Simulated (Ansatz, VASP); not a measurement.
One calculation of PbO, two programs

The input POSCAR:

```
PbO
1.0
    0.0000000000      2.6065174967      2.5423971663
    2.6065174967      0.0000000000      2.5423971663
    2.6065174967      2.6065174967      0.0000000000
Pb O
1 1
Direct
    0.0000000000      0.0000000000      0.0000000000
    0.5000000000      0.5000000000      0.5000000000
```

Contents of INCAR.step1:

```
SYSTEM = PbO
ALGO     = Normal         ! electronic algorithm
EDIFF    = 1E-4           ! SCF threshold, eV
ENCUT    = 520            ! plane-wave cutoff, eV
GGA      = PE             ! functional
ISMEAR   = -1             ! smearing method
LASPH    = .TRUE.         ! aspherical terms in the spheres
LCHARG   = .FALSE.        ! write CHGCAR
LREAL    = .FALSE.        ! projectors in reciprocal space
LWAVE    = .TRUE.         ! write WAVECAR
NBANDS   = 17             ! bands
NELM     = 60             ! most SCF steps
PREC     = Accurate       ! precision mode
SIGMA    = 0.02           ! smearing width, eV
```

The input INCAR.step2:

```
SYSTEM = PbO
ALGO     = Normal         ! electronic algorithm
EDIFF    = 1E-6           ! SCF threshold, eV
ENCUT    = 520            ! plane-wave cutoff, eV
ISIF     = 2              ! what is computed and relaxed
ISMEAR   = -1             ! smearing method
ISTART   = 1            
LASPH    = .TRUE.         ! aspherical terms in the spheres
LCHARG   = .FALSE.        ! write CHGCAR
LMIXTAU  = .TRUE.       
LREAL    = .FALSE.        ! projectors in reciprocal space
LWAVE    = .FALSE.        ! write WAVECAR
METAGGA  = R2SCAN         ! meta-GGA
NBANDS   = 17             ! bands
NELM     = 60             ! most SCF steps
PREC     = Accurate       ! precision mode
SIGMA    = 0.02           ! smearing width, eV
```

Contents of KPOINTS:

```
k-points
0
G
  8 8 8
  0 0 0
```

Input for Ansatz:

```yaml
crystal:
  lattice:
    - [0.0, 2.6065174967, 2.5423971663]
    - [2.6065174967, 0.0, 2.5423971663]
    - [2.6065174967, 2.6065174967, 0.0]
  atoms:
    - { symbol: Pb, position: [0.0, 0.0, 0.0] }
    - { symbol: O, position: [0.5, 0.5, 0.5] }
kpoints:
  mp_grid: { grid: [8, 8, 8] }
  band_path:
    path:
      - [0.0, 0.0, 0.0]
      - [0.5, 0.0, 0.5]
      - [0.625, 0.25, 0.625]
      - [0.375, 0.375, 0.75]
      - [0.5, 0.5, 0.5]
      - [0.5, 0.25, 0.75]
      - [0.5, 0.45, 0.55]
    npoints: 1
hamiltonian:
  xc: r2scan
scf:
  occupations: { method: fermi_dirac, width: 0.02 }
  n_extra_bands: 4
output:
  forces: true
  stress: true
  eigenvalues: true
```

Change from the starting cell: uniaxial_z strain -2.5%.

Alike in both runs: task single point; functional r2SCAN; k mesh 8 × 8 × 8; occupations fermi-dirac, width 0.02 eV; no spin polarisation.

```csv
,VASP,Ansatz
version,VASP 6.6.1,Ansatz 0.2.0
potentials or method,"VASP PAW PBE potentials, release 64 (Pb_d, O)","plane waves, PAW"
plane-wave cutoff (eV),520,500
valence electrons in the cell,20,20
```

```tsv
	VASP	Ansatz	Ansatz less VASP
pressure (GPa)	2.9	2.8	-0.17
traceless stress, the component that is largest in VASP (GPa)	2.33	2.27	-0.060
```

VASP's potentials were made for PBE, not for r2SCAN. With one functional, cell and mesh, what is left measures potentials, basis and numerics.

Spin-orbit coupling is off throughout.
